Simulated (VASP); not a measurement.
# ZrB2 (P6/mmm) in VASP: notebook

ZrB2 is run at these levels: PBE; tasks: single point, relaxation of cell and atoms.

All numbers are computed with VASP 6.6.1; they aren't measurements. Logs are shortened: lines on timing, memory, paths and dates and some standing lists are left out, and cuts for length are marked.

### Step 1. The cell of the first run

The structure is hexagonal, space group P6/mmm (No. 191). The conventional cell has a = 3.171 Å, b = 3.171 Å, c = 3.542 Å, α = 90.00°, β = 90.00°, γ = 120.00°. Within 3.4 Å of Zr (site symmetry 6/mmm) lie 12 B at 2.55 Å and 6 Zr at 3.17 Å. Within 2.4 Å of B (site symmetry -6m2) lie 3 B at 1.83 Å.

### Step 2. Single point, PBE

File INCAR:

```
PREC = Accurate
ENCUT = 520
EDIFF = 1E-7
ISMEAR = -1
SIGMA = 0.05
LREAL = False
LASPH = True
NELM = 60
ALGO = Normal
ISIF = 2
LWAVE = False
LCHARG = True
GGA = PE
LELF = True
LVHAR = True
NBANDS = 16
```

File KPOINTS:

```
Automatic mesh
0
Gamma
  16 16 12
```

File POSCAR:

```
ZrB2
1.0
    3.1713697577      0.0000000000      0.0000000000
   -1.5856848789      2.7464867750      0.0000000000
    0.0000000000      0.0000000000      3.5418880074
Zr B
1 2
Direct
    0.0000000000      0.0000000000      0.0000000000
    0.3333333333      0.6666666667      0.5000000000
    0.6666666667      0.3333333333      0.5000000000
```

Potentials or basis: VASP PAW PBE potentials, release 64 (Zr_sv, B).

Started as:

```
> cat potpaw_PBE.64/Zr_sv/POTCAR potpaw_PBE.64/B/POTCAR > POTCAR
> mpirun -np 1 vasp_std > vasp.out
```

OUTCAR:

```text
PREC = Accurate
   ENCUT = 520
   EDIFF = 1E-7
   ISMEAR = -1
   LREAL = False
   LASPH = True
   NELM = 60
   ISIF = 2
   GGA = PE

 ion  position               nearest neighbor table
   1  0.000  0.000  0.000-   2 2.55   3 2.55   2 2.55   3 2.55   3 2.55   3 2.55   2 2.55   2 2.55
                             3 2.55   3 2.55   2 2.55   2 2.55
   2  0.333  0.667  0.500-   3 1.83   3 1.83   3 1.83   1 2.55   1 2.55   1 2.55   1 2.55   1 2.55
                             1 2.55
   3  0.667  0.333  0.500-   2 1.83   2 1.83   2 1.83   1 2.55   1 2.55   1 2.55   1 2.55   1 2.55
                             1 2.55

  LATTYP: Found a hexagonal cell.
 ALAT       =     3.1713697577
 C/A-ratio  =     1.1168322454

  Lattice vectors:

 A1 = (   3.1713697577,   0.0000000000,   0.0000000000)
 A2 = (  -1.5856848789,   2.7464867750,   0.0000000000)
 A3 = (   0.0000000000,   0.0000000000,   3.5418880074)

Analysis of symmetry for initial positions (statically):
=====================================================================
 Subroutine PRICEL returns:
 Original cell was already a primitive cell.

 Routine SETGRP: Setting up the symmetry group for a
 hexagonal supercell.

 Subroutine GETGRP returns: Found 24 space group operations
 (whereof 24 operations were pure point group operations)
 out of a pool of 24 trial point group operations.

The static configuration has the point symmetry D_6h.

Analysis of symmetry for dynamics (positions and initial velocities):
=====================================================================
 Subroutine PRICEL returns:
 Original cell was already a primitive cell.

 Routine SETGRP: Setting up the symmetry group for a
 hexagonal supercell.

 Subroutine GETGRP returns: Found 24 space group operations
 (whereof 24 operations were pure point group operations)
 out of a pool of 24 trial point group operations.

The dynamic configuration has the point symmetry D_6h.

 Subroutine INISYM returns: Found 24 space group operations
 (whereof 24 operations are pure point group operations),
 and found     1 'primitive' translations

----------------------------------------------------------------------------------------

                                     Primitive cell

  volume of cell :      30.8503

  direct lattice vectors                    reciprocal lattice vectors
     3.171369758  0.000000000  0.000000000     0.315321163  0.182050758  0.000000000
    -1.585684879  2.746486775  0.000000000     0.000000000  0.364101517  0.000000000
     0.000000000  0.000000000  3.541888007     0.000000000  0.000000000  0.282335296

  length of vectors
     3.171369758  3.171369758  3.541888007     0.364101517  0.364101517  0.282335296

  position of ions in fractional coordinates (direct lattice)
     0.000000000  0.000000000  0.000000000
     0.333333333  0.666666667  0.500000000
     0.666666667  0.333333333  0.500000000

  ion indices of the primitive-cell ions
   primitive index   ion index
                 1           1
                 2           2
                 3           3

----------------------------------------------------------------------------------------

 KPOINTS: Automatic mesh

Automatic generation of k-mesh.
 Grid dimensions read from file:
 generate k-points for:   16   16   12

 Generating k-lattice:

  Cartesian coordinates                     Fractional coordinates (reciprocal lattice)
     0.019707573  0.011378172  0.000000000     0.062500000 -0.000000000  0.000000000
     0.000000000  0.022756345  0.000000000     0.000000000  0.062500000  0.000000000
     0.000000000  0.000000000  0.023527941     0.000000000  0.000000000  0.083333333

  Length of vectors
     0.022756345  0.022756345  0.023527941

  Shift w.r.t. Gamma in fractional coordinates (k-lattice)
     0.000000000  0.000000000  0.000000000

 Subroutine IBZKPT returns following result:
 ===========================================

 Found    210 irreducible k-points:

 Following reciprocal coordinates:
            Coordinates               Weight
  0.000000  0.000000  0.000000      1.000000
  0.062500  0.000000  0.000000      6.000000
  0.125000  0.000000  0.000000      6.000000
  0.187500  0.000000  0.000000      6.000000
  0.250000  0.000000  0.000000      6.000000
  0.312500  0.000000  0.000000      6.000000
[... 16 lines left out ...]
  0.187500  0.187500  0.000000      6.000000
  0.250000  0.187500  0.000000     12.000000
 [... further k-points ...]
   k-points           NKPTS =    210   k-points in BZ     NKDIM =    210   number of bands    NBANDS=     16
   number of dos      NEDOS =    301   number of ions     NIONS =      3
   total plane-waves  NPLWV =  16128
   dimension x,y,z NGX =    24 NGY =   24 NGZ =   28
   dimension x,y,z NGXF=    48 NGYF=   48 NGZF=   56
   ions per type =               1   2
   NGX,Y,Z   is equivalent  to a cutoff of  12.58, 12.58, 13.14 a.u.
   NGXF,Y,Z  is equivalent  to a cutoff of  25.16, 25.16, 26.28 a.u.
 SYSTEM =  unknown system
   PREC   = accura    normal or accurate (medium, high low for compatibility)
   ISTART =      0    job   : 0-new  1-cont  2-samecut
   ICHARG =      2    charge: 1-file 2-atom 10-const
   ISPIN  =      1    spin polarized calculation?
   LNONCOLLINEAR =      F non collinear calculations
   LSORBIT =      F    spin-orbit coupling
   LASPH  =      T    aspherical Exc in radial PAW
   ENCUT  =  520.0 eV  38.22 Ry    6.18 a.u.   5.90  5.90  6.59*2*pi/ulx,y,z
   NELM   =     60;   NELMIN=  2; NELMDL= -5     # of ELM steps
   EDIFF  = 0.1E-06   stopping-criterion for ELM
   LREAL  =      F    real-space projection
   EDIFFG = 0.1E-05   stopping-criterion for IOM
   NSW    =      0    number of steps for IOM
   IBRION =     -1    ionic relax: 0-MD 1-quasi-New 2-CG
   NFREE  =      0    steps in history (QN), initial steepest desc. (CG)
   ISIF   =      2    stress and relaxation
   ISYM   =      2    0-nonsym 1-usesym 2-fastsym
   POTIM  = 0.5000    time-step for ionic-motion
   TEBEG  =    0.0;   TEEND  =   0.0 temperature during run
   PSTRESS=    0.0 pullay stress
   NELECT =      18.0000    total number of electrons
   NUPDOWN=      -1.0000    fix difference up-down
   EMIN   =  10.00;   EMAX   =-10.00  energy-range for DOS
   EFERMI =   0.00;   METHOD = LEGACY
   ISMEAR =    -1;   SIGMA  =   0.05  broadening in eV -4-tet -1-fermi 0-gaus
   EFERMI_NEDOS =   21; number of points for ismear=-14 and -15
   IALGO  =     38    algorithm
   IMIX   =      4    mixing-type and parameters
     AMIX     =   0.40;   BMIX     =  1.00
     AMIX_MAG =   1.60;   BMIX_MAG =  1.00
  volume/ion in A,a.u.               =      10.28        69.40
  Fermi-wavevector in a.u.,A,eV,Ry     =   1.367978  2.585104 25.461468  1.871365
  Thomas-Fermi vector in A             =   2.493983
   LORBIT       =      0    0 simple, 1 ext, 2 COOP (PROOUT), +10 PAW based schemes
   GGA     = PE    functional components
   LHFCALC =     F    Hartree Fock is set to
   AEXX    =    0.0000 exact exchange contribution
   IVDW    =     0    specifies the selected vdW correction
   LEPSILON=     F    determine dielectric tensor
   LRPA    =     F    only Hartree local field effects (RPA)
 non-spin polarized calculation
  energy-cutoff  :      520.00
  volume of cell :       30.85
 maximum number of plane-waves:       844
 NGX is ok and might be reduce to    24
   NGX = 11   NGY = 11   NGZ = 13

 number of electron      18.0000000 magnetization

 Free energy of the ion-electron system (eV)
  ---------------------------------------------------
  ext. energy  EPLUGINS =         0.00000000
  ---------------------------------------------------
  free energy    TOTEN  =       -24.97996964 eV

  energy without entropy =      -24.97774189  energy(sigma->0) =      -24.97885576

 E-fermi :  10.5102     XC(G=0): -12.4273

 val. band max:       10.4950528229   @ k =   0.1875   0.1875   0.0833
 cond. band min:      10.5510803321   @ k =   0.0000   0.0000   0.2500
 fundamental gap:      0.0560275092
 Fermi energy:        10.5102404704

 k-point     1 :       0.0000    0.0000    0.0000
  band No.  band energies     occupation
      1     -38.1562      2.00000
      2     -16.3432      2.00000
      3     -15.7894      2.00000
      4     -15.7894      2.00000
      5      -2.2294      2.00000
      6       7.8782      2.00000
[... 8 lines left out ...]
     15      15.6331      0.00000
     16      15.6331      0.00000

 k-point     2 :       0.0625    0.0000    0.0000
  band No.  band energies     occupation
      1     -38.1519      2.00000
      2     -16.3367      2.00000
      3     -15.8275      2.00000
      4     -15.7976      2.00000
      5      -2.1510      2.00000
      6       7.6408      2.00000
[... 8 lines left out ...]
     15      15.9984      0.00000
     16      16.2041      0.00000

 k-point     3 :       0.1250    0.0000    0.0000
  band No.  band energies     occupation
      1     -38.1395      2.00000
      2     -16.3183      2.00000
      3     -15.9349      2.00000
      4     -15.8211      2.00000
      5      -1.9213      2.00000
      6       7.0287      2.00000
[... 8 lines left out ...]
     15      16.5964      0.00000
     16      17.2588      0.00000

 k-point     4 :       0.1875    0.0000    0.0000
  band No.  band energies     occupation
      1     -38.1209      2.00000
      2     -16.2905      2.00000
      3     -16.0919      2.00000
      4     -15.8559      2.00000
      5      -1.5539      2.00000
      6       6.2180      2.00000
[... 8 lines left out ...]
     15      17.2184      0.00000
     16      17.8247      0.00000
[... 324 lines left out ...]
 k-point    22 :       0.4375    0.1250    0.0000
  band No.  band energies     occupation
      1     -38.0366      2.00000
      2     -16.6755      2.00000
      3     -16.1642      2.00000
      4     -16.0923      2.00000
      5       1.7935      2.00000
      6       2.0779      2.00000
[... 8 lines left out ...]
     15      18.7735      0.00000
     16      20.1829      0.00000

 k-point    23 :       0.1875    0.1875    0.0000
  band No.  band energies     occupation
      1     -38.0716      2.00000
      2     -16.4189      2.00000
      3     -16.2167      2.00000
      4     -16.0201      2.00000
      5      -0.3371      2.00000
      6       4.6992      2.00000
[... 8 lines left out ...]
     15      17.7380      0.00000
     16      19.3116      0.00000

 k-point    24 :       0.2500    0.1875    0.0000
  band No.  band energies     occupation
      1     -38.0542      2.00000
      2     -16.5140      2.00000
      3     -16.1906      2.00000
      4     -16.0939      2.00000
      5       0.2840      2.00000
      6       4.0744      2.00000
[... 8 lines left out ...]
     15      17.9578      0.00000
     16      20.0055      0.00000

 [... further k-points ...]

------------------------ aborting loop because EDIFF is reached ----------------------------------------

  FORCE on cell =-STRESS in cart. coord.  units (eV):
  Direction    XX          YY          ZZ          XY          YZ          ZX
  --------------------------------------------------------------------------------------
  -------------------------------------------------------------------------------------
  Total        0.0163146      0.0163146      0.0357405     -0.0000000      0.0000000     -0.0000000
  in kB        0.8472807      0.8472807      1.8561429     -0.0000000      0.0000000     -0.0000000
  external PRESSURE =       1.1835681 kB  Pullay stress =       0.0000000 kB

 VOLUME and BASIS-vectors are now :
 -----------------------------------------------------------------------------
  energy-cutoff  :      520.00
  volume of cell :       30.85
      direct lattice vectors                 reciprocal lattice vectors
     3.171369758  0.000000000  0.000000000     0.315321163  0.182050758  0.000000000
    -1.585684879  2.746486775  0.000000000     0.000000000  0.364101517  0.000000000
     0.000000000  0.000000000  3.541888007     0.000000000  0.000000000  0.282335296

 POSITION                                       TOTAL-FORCE (eV/Angst)
 -----------------------------------------------------------------------------------
      0.00000      0.00000      0.00000         0.000000     -0.000000      0.000000
     -0.00000      1.83099      1.77094         0.000000      0.000000      0.000000
      1.58568      0.91550      1.77094        -0.000000     -0.000000      0.000000
 -----------------------------------------------------------------------------------
    total drift:                               -0.000000      0.000000     -0.000000

  FREE ENERGIE OF THE ION-ELECTRON SYSTEM (eV)
  ---------------------------------------------------
  free  energy   TOTEN  =       -24.9799696409 eV

  energy  without entropy=      -24.9777418876  energy(sigma->0) =      -24.97885576
```

It took 75 s on 1 thread of Intel Xeon 6975P-C, shared host; peak memory 0.22 GiB.

Results:

* Free energy: -24.9800 eV
* Pressure: 0.1 GPa
* Band gap on the k mesh: zero (band 9 reaches 11.27 eV, above the bottom of band 10 at 10.09 eV)

### Step 3. Relaxation of cell and atoms, PBE

This run uses another cell than the first one, of 10.25 Å³/atom, 0.997 times its volume.

File INCAR:

```
PREC = Accurate
ENCUT = 600
EDIFF = 1E-6
ISMEAR = -1
SIGMA = 0.05
LREAL = False
LASPH = True
NELM = 100
ALGO = Normal
ISIF = 3
LWAVE = False
LCHARG = False
GGA = PE
IBRION = 2
NSW = 80
EDIFFG = -0.01
```

File KPOINTS:

```
regular mesh
0
Gamma
  16 16 12
```

File POSCAR:

```
ZrB2
1.0
    3.1700000000      0.0000000000      0.0000000000
   -1.5850000000      2.7453010000      0.0000000000
    0.0000000000      0.0000000000      3.5330000000
Zr B
1 2
Direct
    0.0000000000      0.0000000000      0.0000000000
    0.3333333333      0.6666666667      0.5000000000
    0.6666666667      0.3333333333      0.5000000000
```

Potentials or basis: VASP PAW PBE potentials, release 64 (Zr_sv, B).

Started as:

```
> cat potpaw_PBE.64/Zr_sv/POTCAR potpaw_PBE.64/B/POTCAR > POTCAR
> mpirun -np 1 vasp_std > vasp.out
```

Wall time 3.7 min (1 thread of Intel Xeon 6975P-C, shared host); peak memory 0.25 GiB.

It converged, with:

* Free energy: -24.9817 eV
* Relaxed volume: 10.29 Å³/atom
* Relaxed cell: a = 3.171 Å, b = 3.171 Å, c = 3.543 Å, α = 90.00°, β = 90.00°, γ = 120.00°
* Space group after relaxing (to 0.05 Å): P6/mmm (No. 191)
* Energy gained by relaxing: 0.1 meV/atom
* Ionic steps: 4
* Pressure after relaxing: 0.0 GPa
* Band gap on the k mesh: zero (band 9 reaches 11.27 eV, above the bottom of band 10 at 10.08 eV)

Step by step:
| step | energy change (eV) | largest force (eV/Å) | pressure (GPa) | volume (Å³) |
| --- | --- | --- | --- | --- |
| 1 | 0.0000 | 0.0000 | 0.91 | 30.75 |
| 2 | 0.0000 | 0.0000 | -1.07 | 31.01 |
| 3 | -0.0004 | 0.0000 | -0.08 | 30.87 |
| 4 | -0.0004 | 0.0000 | 0.00 | 30.86 |

Final structure:
```
Zr B
1.0
     3.17148    0.00000    0.00000
    -1.58574    2.74658    0.00000
     0.00000    0.00000    3.54324
Zr B
1 2
Direct
  0.00000 0.00000 0.00000
  0.33333 0.66667 0.50000
  0.66667 0.33333 0.50000
```

Levels at points of the mesh, in eV from the Fermi level:
```tsv
k point	band 6	band 7	band 8	band 9	band 10	band 11	band 12	band 13
(0.00, 0.00, 0.00)	-2.63	-2.63	-2.60	-2.39	3.36	3.36	4.12	4.12
(0.50, 0.00, 0.00)	-8.53	-3.92	-3.07	-2.69	2.19	2.27	4.90	4.95
(0.00, 0.00, 0.50)	-6.97	-0.98	-0.98	0.33	0.33	0.76	0.76	1.76
(0.50, 0.00, 0.50)	-7.02	-4.61	-4.14	-2.03	3.67	4.05	5.26	6.15
```
